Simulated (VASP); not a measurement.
# Cd3HgS4 (I-42m) in VASP: relaxation of cell and atoms with PBE

Aim: the relaxation of cell and atoms of Cd3HgS4 with PBE.

Program: VASP 6.6.1. These are calculated values, not measurements. Logs are shortened: lines on timing, memory, paths and dates and some standing lists are left out, and cuts for length are marked.

### Step 1. The cell of the first run

Symmetry: I-42m, No. 121, tetragonal system. Conventional cell: a = 5.943 Å, b = 5.943 Å, c = 11.887 Å, α = 90.00°, β = 90.00°, γ = 90.00°. Cd (site symmetry -42m) has 4 S at 2.57 Å within 3.4 Å. Within 3.4 Å of Cd (site symmetry -4) lie 4 S at 2.57 Å. Hg (site symmetry -42m) has 4 S at 2.60 Å within 3.4 Å. Within 3.4 Å of S (site symmetry m) lie 3 Cd at 2.57 Å and 1 Hg at 2.60 Å.

### Step 2. Relaxation of cell and atoms, PBE

The input, INCAR:

```
PREC = Accurate
ENCUT = 600
EDIFF = 1E-7
ISMEAR = 0
SIGMA = 0.02
LREAL = False
LASPH = True
NELM = 60
ALGO = Normal
ISIF = 3
LWAVE = False
LCHARG = False
GGA = PE
IBRION = 2
NSW = 100
EDIFFG = -0.01
```

The input, KPOINTS:

```
regular mesh
0
Gamma
  6 6 6
```

The input, POSCAR:

```
Cd3HgS4
1.0
   -2.9715129337      2.9715129337      5.9434907036
    2.9715129337     -2.9715129337      5.9434907036
    2.9715129337      2.9715129337     -5.9434907036
Cd Hg S
3 1 4
Direct
    0.0000000000      0.0000000000      0.0000000000
    0.2500000000      0.7500000000      0.5000000000
    0.7500000000      0.2500000000      0.5000000000
    0.5000000000      0.5000000000      0.0000000000
    0.8782691424      0.8782691424      0.5043250805
    0.3739440619      0.3739440619      0.4956749195
    0.1217308576      0.6260559381      0.0000000000
    0.6260559381      0.1217308576      0.0000000000
```

Potentials or basis: VASP PAW PBE potentials, release 64 (Cd, Hg, S).

Started as:

```
> cat potpaw_PBE.64/Cd/POTCAR potpaw_PBE.64/Hg/POTCAR potpaw_PBE.64/S/POTCAR > POTCAR
> mpirun -np 1 vasp_std > vasp.out
```

OUTCAR:

```text
PREC = Accurate
   ENCUT = 600
   EDIFF = 1E-7
   ISMEAR = 0
   LREAL = False
   LASPH = True
   NELM = 60
   ISIF = 3
   GGA = PE
   IBRION = 2
   NSW = 100
   EDIFFG = -0.01

 ion  position               nearest neighbor table
   1  0.000  0.000  0.000-   5 2.57   6 2.57   7 2.57   8 2.57
   2  0.250  0.750  0.500-   5 2.57   6 2.57   8 2.57   7 2.57
   3  0.750  0.250  0.500-   5 2.57   6 2.57   7 2.57   8 2.57
   4  0.500  0.500  0.000-   7 2.60   8 2.60   6 2.60   5 2.60
   5  0.878  0.878  0.504-   2 2.57   3 2.57   1 2.57   4 2.60
   6  0.374  0.374  0.496-   2 2.57   3 2.57   1 2.57   4 2.60
   7  0.122  0.626  0.000-   2 2.57   3 2.57   1 2.57   4 2.60
   8  0.626  0.122  0.000-   3 2.57   2 2.57   1 2.57   4 2.60

  LATTYP: Found a body centered tetragonal cell.
 ALAT       =     5.9430258674
 C/A-ratio  =     2.0001564308

  Lattice vectors:

 A1 = (  -2.9715129337,   2.9715129337,   5.9434907036)
 A2 = (   2.9715129337,  -2.9715129337,   5.9434907036)
 A3 = (   2.9715129337,   2.9715129337,  -5.9434907036)

Analysis of symmetry for initial positions (statically):
=====================================================================
 Subroutine PRICEL returns:
 Original cell was already a primitive cell.

 Routine SETGRP: Setting up the symmetry group for a
 body centered tetragonal supercell.

 Subroutine GETGRP returns: Found  8 space group operations
 (whereof  8 operations were pure point group operations)
 out of a pool of 16 trial point group operations.

The static configuration has the point symmetry D_2d.

Analysis of symmetry for dynamics (positions and initial velocities):
=====================================================================
 Subroutine PRICEL returns:
 Original cell was already a primitive cell.

 Routine SETGRP: Setting up the symmetry group for a
 body centered tetragonal supercell.

 Subroutine GETGRP returns: Found  8 space group operations
 (whereof  8 operations were pure point group operations)
 out of a pool of 16 trial point group operations.

The dynamic configuration has the point symmetry D_2d.

 Subroutine INISYM returns: Found  8 space group operations
 (whereof  8 operations are pure point group operations),
 and found     1 'primitive' translations

----------------------------------------------------------------------------------------

                                     Primitive cell

  volume of cell :     209.9215

  direct lattice vectors                    reciprocal lattice vectors
    -2.971512934  2.971512934  5.943490704     0.000000000  0.168264454  0.084125647
     2.971512934 -2.971512934  5.943490704     0.168264454  0.000000000  0.084125647
     2.971512934  2.971512934 -5.943490704     0.168264454  0.168264454  0.000000000

  length of vectors
     7.279069994  7.279069994  7.279069994     0.188122436  0.188122436  0.237961872

  position of ions in fractional coordinates (direct lattice)
     0.000000000  0.000000000  0.000000000
     0.250000000  0.750000000  0.500000000
     0.750000000  0.250000000  0.500000000
     0.500000000  0.500000000  0.000000000
     0.878269142  0.878269142  0.504325081
     0.373944062  0.373944062  0.495674919
     0.121730858  0.626055938  0.000000000
     0.626055938  0.121730858  0.000000000

  ion indices of the primitive-cell ions
   primitive index   ion index
                 1           1
                 2           2
                 3           3
                 4           4
                 5           5
                 6           6
                 7           7
                 8           8

----------------------------------------------------------------------------------------

 KPOINTS: regular mesh

Automatic generation of k-mesh.
 Grid dimensions read from file:
 generate k-points for:    6    6    6

 Generating k-lattice:

  Cartesian coordinates                     Fractional coordinates (reciprocal lattice)
     0.000000000  0.028044076  0.014020941     0.166666667 -0.000000000  0.000000000
     0.028044076  0.000000000  0.014020941    -0.000000000  0.166666667  0.000000000
     0.028044076  0.028044076  0.000000000     0.000000000  0.000000000  0.166666667

  Length of vectors
     0.031353739  0.031353739  0.039660312

  Shift w.r.t. Gamma in fractional coordinates (k-lattice)
     0.000000000  0.000000000  0.000000000

 Subroutine IBZKPT returns following result:
 ===========================================

 Found     30 irreducible k-points:

 Following reciprocal coordinates:
            Coordinates               Weight
  0.000000  0.000000  0.000000      1.000000
  0.166667  0.000000  0.000000      8.000000
  0.333333 -0.000000  0.000000      8.000000
  0.500000  0.000000  0.000000      4.000000
  0.166667  0.166667  0.000000      8.000000
  0.333333  0.166667  0.000000     16.000000
[... 16 lines left out ...]
 -0.333333 -0.333333  0.166667      8.000000
 -0.166667 -0.333333  0.166667      8.000000
 [... further k-points ...]
   k-points           NKPTS =     30   k-points in BZ     NKDIM =     30   number of bands    NBANDS=     43
   number of dos      NEDOS =    301   number of ions     NIONS =      8
   total plane-waves  NPLWV = 216000
   dimension x,y,z NGX =    60 NGY =   60 NGZ =   60
   dimension x,y,z NGXF=   120 NGYF=  120 NGZF=  120
   ions per type =               3   1   4
   NGX,Y,Z   is equivalent  to a cutoff of  13.70, 13.70, 13.70 a.u.
   NGXF,Y,Z  is equivalent  to a cutoff of  27.41, 27.41, 27.41 a.u.
 SYSTEM =  unknown system
   PREC   = accura    normal or accurate (medium, high low for compatibility)
   ISTART =      0    job   : 0-new  1-cont  2-samecut
   ICHARG =      2    charge: 1-file 2-atom 10-const
   ISPIN  =      1    spin polarized calculation?
   LNONCOLLINEAR =      F non collinear calculations
   LSORBIT =      F    spin-orbit coupling
   LASPH  =      T    aspherical Exc in radial PAW
   ENCUT  =  600.0 eV  44.10 Ry    6.64 a.u.  14.54 14.54 14.54*2*pi/ulx,y,z
   NELM   =     60;   NELMIN=  2; NELMDL= -5     # of ELM steps
   EDIFF  = 0.1E-06   stopping-criterion for ELM
   LREAL  =      F    real-space projection
   EDIFFG = -.1E-01   stopping-criterion for IOM
   NSW    =    100    number of steps for IOM
   IBRION =      2    ionic relax: 0-MD 1-quasi-New 2-CG
   NFREE  =      1    steps in history (QN), initial steepest desc. (CG)
   ISIF   =      3    stress and relaxation
   ISYM   =      2    0-nonsym 1-usesym 2-fastsym
   POTIM  = 0.5000    time-step for ionic-motion
   TEBEG  =    0.0;   TEEND  =   0.0 temperature during run
   PSTRESS=    0.0 pullay stress
   NELECT =      72.0000    total number of electrons
   NUPDOWN=      -1.0000    fix difference up-down
   EMIN   =  10.00;   EMAX   =-10.00  energy-range for DOS
   EFERMI =   0.00;   METHOD = LEGACY
   ISMEAR =     0;   SIGMA  =   0.02  broadening in eV -4-tet -1-fermi 0-gaus
   EFERMI_NEDOS =   21; number of points for ismear=-14 and -15
   IALGO  =     38    algorithm
   IMIX   =      4    mixing-type and parameters
     AMIX     =   0.40;   BMIX     =  1.00
     AMIX_MAG =   1.60;   BMIX_MAG =  1.00
  volume/ion in A,a.u.               =      26.24       177.08
  Fermi-wavevector in a.u.,A,eV,Ry     =   1.145953  2.165537 17.867276  1.313208
  Thomas-Fermi vector in A             =   2.282639
   LORBIT       =      0    0 simple, 1 ext, 2 COOP (PROOUT), +10 PAW based schemes
   GGA     = PE    functional components
   LHFCALC =     F    Hartree Fock is set to
   AEXX    =    0.0000 exact exchange contribution
   IVDW    =     0    specifies the selected vdW correction
   LEPSILON=     F    determine dielectric tensor
   LRPA    =     F    only Hartree local field effects (RPA)
 conjugate gradient relaxation of ions
 non-spin polarized calculation
 Gauss-broadening in eV      SIGMA  =   0.02
  energy-cutoff  :      600.00
  volume of cell :      209.92
 maximum number of plane-waves:      7044
 NGX is ok and might be reduce to    60
   NGX = 29   NGY = 29   NGZ = 29

--------------------------------------- Ionic step        1  -------------------------------------------

 number of electron      72.0000005 magnetization

 Free energy of the ion-electron system (eV)
  ---------------------------------------------------
  ext. energy  EPLUGINS =         0.00000000
  ---------------------------------------------------
  free energy    TOTEN  =       -22.97993821 eV

  energy without entropy =      -22.97993821  energy(sigma->0) =      -22.97993821

------------------------ aborting loop because EDIFF is reached ----------------------------------------

  FORCE on cell =-STRESS in cart. coord.  units (eV):
  Direction    XX          YY          ZZ          XY          YZ          ZX
  --------------------------------------------------------------------------------------
  -------------------------------------------------------------------------------------
  Total        0.3190386      0.3190386      0.3207335      0.0000000     -0.0000000      0.0000000
  in kB        2.4349892      2.4349892      2.4479248      0.0000000     -0.0000000      0.0000000
  external PRESSURE =       2.4393011 kB  Pullay stress =       0.0000000 kB
[... 153 lines left out ...]
  energy  without entropy=      -22.9806825123  energy(sigma->0) =      -22.98068251

--------------------------------------- Ionic step        5  -------------------------------------------

 number of electron      72.0000005 magnetization

 Free energy of the ion-electron system (eV)
  ---------------------------------------------------
  ext. energy  EPLUGINS =         0.00000000
  ---------------------------------------------------
  free energy    TOTEN  =       -22.98069886 eV

  energy without entropy =      -22.98069886  energy(sigma->0) =      -22.98069886

 E-fermi :   1.1290     XC(G=0):  -8.9138

 val. band max:        1.0139136494   @ k =   0.0000   0.0000   0.0000
 cond. band min:       1.6310659811   @ k =   0.0000   0.0000   0.0000
 fundamental gap:      0.6171523317
 Fermi energy:         1.1290065296

 k-point     1 :       0.0000    0.0000    0.0000
  band No.  band energies     occupation
      1     -11.2222      2.00000
      2     -10.6981      2.00000
      3     -10.6981      2.00000
      4     -10.6970      2.00000
      5      -6.5942      2.00000
      6      -6.5942      2.00000
[... 1093 lines left out ...]
     42       5.6066      0.00000
     43       5.9585      0.00000

 [... further k-points ...]

------------------------ aborting loop because EDIFF is reached ----------------------------------------

  FORCE on cell =-STRESS in cart. coord.  units (eV):
  Direction    XX          YY          ZZ          XY          YZ          ZX
  --------------------------------------------------------------------------------------
  -------------------------------------------------------------------------------------
  Total       -0.0077492     -0.0077492     -0.0056504      0.0000000      0.0000000      0.0000000
  in kB       -0.0588698     -0.0588698     -0.0429252      0.0000000      0.0000000      0.0000000
  external PRESSURE =      -0.0535549 kB  Pullay stress =       0.0000000 kB
[... 23 lines left out ...]
  FREE ENERGIE OF THE ION-ELECTRON SYSTEM (eV)
  ---------------------------------------------------
  free  energy   TOTEN  =       -22.9806988576 eV

  energy  without entropy=      -22.9806988576  energy(sigma->0) =      -22.98069886

 reached required accuracy - stopping structural energy minimisation
```

Run time: 35 min. Hardware: 1 thread of Oxide Virtual Turin-like, shared host; peak memory 0.69 GiB.

Results:

```yaml
Free_energy: -22.9807 eV
Relaxed_volume: 26.36 Å³/atom
Relaxed_cell: a = 7.290 Å, b = 7.290 Å, c = 7.290 Å, α = 131.81°, β = 131.81°, γ = 70.52°
Space_group_after_relaxing_to_0.1_Å: I-42m (No. 121)
Energy_gained_by_relaxing: 0.1 meV/atom
Ionic_steps: 5
Pressure_after_relaxing: 0.0 GPa
Largest_force_after_relaxing: 0.006 eV/Å
Band_gap_on_the_k_mesh: 0.62 eV
```

Forces on the atoms (eV/Å):
```
Cd   0.000  0.000  0.000
Cd   0.000  0.000  0.000
Cd   0.000  0.000  0.000
Hg   0.000  0.000  0.000
S   -0.002 -0.002 -0.005
S    0.002  0.002 -0.005
S   -0.002  0.002  0.005
S    0.002 -0.002  0.005
```

The path:
| step | energy change (eV) | largest force (eV/Å) | pressure (GPa) | volume (Å³) |
| --- | --- | --- | --- | --- |
| 1 | 0.0000 | 0.0155 | 0.24 | 209.92 |
| 2 | -0.0007 | 0.0090 | -0.07 | 211.14 |
| 3 | -0.0007 | 0.0103 | 0.00 | 210.89 |
| 4 | -0.0007 | 0.0102 | -0.01 | 210.91 |
| 5 | -0.0008 | 0.0061 | -0.01 | 210.90 |

Final structure:
```
CELL_PARAMETERS angstrom
-2.97610 2.97610 5.95279
2.97610 -2.97610 5.95279
2.97610 2.97610 -5.95279
ATOMIC_POSITIONS crystal
Cd 0.00000 0.00000 0.00000
Cd 0.25000 0.75000 0.50000
Cd 0.75000 0.25000 0.50000
Hg 0.50000 0.50000 0.00000
S 0.87813 0.87813 0.50421
S 0.37392 0.37392 0.49579
S 0.12187 0.62608 0.00000
S 0.62608 0.12187 0.00000
```

Levels at points of the mesh, in eV from the valence-band top:
| k point | band 34 | band 35 | band 36 | band 37 | band 38 | band 39 |
| --- | --- | --- | --- | --- | --- | --- |
| (0.00, 0.00, 0.00) | 0.00 | 0.00 | 0.00 | 0.62 | 3.63 | 3.77 |
| (0.50, 0.00, 0.00) | -1.24 | -0.79 | -0.64 | 2.95 | 3.53 | 4.31 |
| (0.50, 0.50, 0.00) | -0.69 | -0.64 | -0.61 | 2.16 | 2.83 | 3.70 |
| (0.50, 0.50, 0.50) | -1.06 | -0.87 | -0.87 | 2.78 | 3.32 | 3.62 |

Caveat: spin-orbit coupling is left out, which moves the levels of the heavy elements.
